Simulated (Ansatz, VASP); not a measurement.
**One calculation of WSe2, two programs**

The input INCAR:

```
PREC = Accurate
ENCUT = 600
EDIFF = 1E-6
ISMEAR = 0
SIGMA = 0.02
LREAL = False
LASPH = True
NELM = 80
ALGO = Normal
ISIF = 3
LWAVE = False
LCHARG = False
GGA = PE
IBRION = 2
NSW = 100
EDIFFG = -0.005
```

The input KPOINTS:

```
regular mesh
0
Gamma
  12 12 2
```

The input POSCAR:

```
WSe2
1.0
    3.3179375931      0.0000000000      0.0000000000
   -1.6589687966      2.8734182438      0.0000000000
    0.0000000000      0.0000000000     16.6581424200
W Se
1 2
Direct
    0.0000000000      0.0000000000      0.0000000000
    0.3333333300      0.6666666700      0.0997865200
    0.3333333300      0.6666666700      0.9002134800
```

Input for Ansatz:

```yaml
crystal:
  lattice:
    - [3.3179375931, 0.0, 0.0]
    - [-1.6589687966, 2.8734182438, 0.0]
    - [0.0, 0.0, 16.65814242]
  atoms:
    - { symbol: W, position: [0.0, 0.0, 0.0] }
    - { symbol: Se, position: [0.33333333, 0.66666667, 0.09978652] }
    - { symbol: Se, position: [0.33333333, 0.66666667, 0.90021348] }
basis:
  ecutwfc: 420
kpoints:
  mp_grid: { grid: [12, 12, 2] }
hamiltonian:
  xc: pbe
scf:
  occupations: { method: gaussian, width: 0.02 }
output:
  forces: true
  stress: true
  eigenvalues: true
  write_density: true
  write_potential: true
  elf: true
  volumetric_format: npy
relax:
  adjacent_minimum: "off"
  f_tol: 0.005
  max_steps: 80
  cell: { stress_tol: 0.05 }
```

Alike in both runs: task relaxation of cell and atoms; functional PBE; k mesh 12 × 12 × 2; occupations gaussian, width 0.02 eV; no spin polarisation.

|  | VASP | Ansatz |
| --- | --- | --- |
| version | VASP 6.6.1 | Ansatz 0.2.0 |
| potentials or method | VASP PAW PBE potentials, release 64 (W_sv, Se), cutoff 600 eV | scalar-relativistic, plane waves, PAW |
| valence electrons in the cell | 26 | 46 |

|  | VASP | Ansatz | Ansatz less VASP |
| --- | --- | --- | --- |
| gap on the k mesh at the Fermi level, each at its own relaxed structure (eV) | 1.55 | 1.55 | +0.004 |
| relaxed volume (Å³/atom) | 53.42 | 52.99 | -0.422 |
| relaxed cell length with the largest relative difference (Å) | 16.771 | 16.654 | -0.1172 |

VASP's potentials hold 26 valence electrons a cell and Ansatz's 46, so a difference there can come from the potentials and not from the codes. Ansatz's warnings: xc potential rough in thin density.

Neither program's run includes spin-orbit coupling.
